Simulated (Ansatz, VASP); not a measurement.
One calculation of Au, two programs

```
CELL_PARAMETERS angstrom
-1.51977 1.51977 1.51977
1.51977 -1.51977 1.51977
1.51977 1.51977 -1.51977
ATOMIC_POSITIONS crystal
Au 0.00000 0.00000 0.00000
```

Change from the starting cell: volume scaled by 0.78, LAPW.

Alike in both runs: task single point; functional PBE; k mesh 16 × 16 × 16; occupations fermi-dirac, width 0.08 eV; no spin polarisation.

```csv
,VASP,Ansatz
version,VASP 6.6.1,Ansatz 0.2.0
potentials or method,"VASP PAW PBE potentials, release 64 (Au), cutoff 520 eV","all-electron LAPW, scalar-relativistic"
```

```csv
,VASP,Ansatz,Ansatz less VASP
pressure (GPa),70.3,70.7,+0.46
```

Both programs put the cell under a high pressure, so it lies far from rest at this level. Ansatz ran all-electron here, and VASP with PAW potentials.

Spin-orbit coupling is off throughout. Noted on VASP's run: the cell as given lies far from equilibrium.
